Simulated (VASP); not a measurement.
Crystal: BeZnSe2.

```
Be Se Zn
1.0
     3.60140    0.00000    0.00000
     0.00000    3.60140    0.00000
     0.00000    0.00000    5.09315
Be Se Zn
1 2 1
Direct
  0.00000 0.00000 0.00000
  0.00000 0.50000 0.25000
  0.50000 0.00000 0.75000
  0.50000 0.50000 0.50000
```

- Program: VASP 6.6.1
- Task: relaxation of cell and atoms
- Functional: PBE
- Potentials or basis: VASP PAW PBE potentials, release 64 (Be, Se, Zn)
- Cutoff: 600 eV
- k mesh: 6 × 6 × 4
- Occupations: fermi-dirac, width 0.02 eV
- Spin: no spin polarisation

At the start: pressure 24.8 GPa; volume 16.51 Å³/atom.

Where does the relaxation end?

Over 18 steps the energy falls by 335.7 meV/atom and the volume is 20.37 Å³/atom (+23.3 %); space group P-4m2 (No. 115, to 0.05 Å).

Step by step:
```csv
step,energy change (eV),largest force (eV/Å),pressure (GPa),volume (Å³)
1,0.0000,3.0988,24.80,66.06
2,-1.0468,0.1689,-6.83,93.64
3,-1.3180,0.4570,-0.81,82.78
4,-1.3177,0.4865,-0.53,82.42
5,-1.3359,0.2602,0.05,81.57
6,-1.3411,0.0549,0.57,80.83
7,-1.3427,0.0228,-0.18,81.63
8,-1.3427,0.0098,-0.02,81.48
9,-1.3427,0.0106,-0.02,81.50
10,-1.3427,0.0171,-0.09,81.56
11,-1.3427,0.0117,-0.01,81.51
12,-1.3427,0.0141,-0.06,81.54
13,-1.3429,0.0128,-0.01,81.52
14,-1.3429,0.0112,0.01,81.49
15,-1.3429,0.0114,-0.02,81.49
16,-1.3430,0.0108,-0.02,81.49
17,-1.3430,0.0111,-0.01,81.49
18,-1.3430,0.0027,0.01,81.47
```

Final structure:
```cif
data_structure
_symmetry_space_group_name_H-M 'P 1'
_symmetry_Int_Tables_number 1
_cell_length_a 3.8420
_cell_length_b 3.8420
_cell_length_c 5.5195
_cell_angle_alpha 90.000
_cell_angle_beta 90.000
_cell_angle_gamma 90.000
_cell_volume 81.47
loop_
_atom_site_label
_atom_site_type_symbol
_atom_site_fract_x
_atom_site_fract_y
_atom_site_fract_z
_atom_site_occupancy
Be1 Be 0.00000 0.00000 0.00000 1
Se1 Se 0.00000 0.50000 0.22262 1
Se2 Se 0.50000 0.00000 0.77738 1
Zn1 Zn 0.50000 0.50000 0.50000 1
```

Caveat: the volume moved by over 15 % at a fixed basis, so the end points are rough.
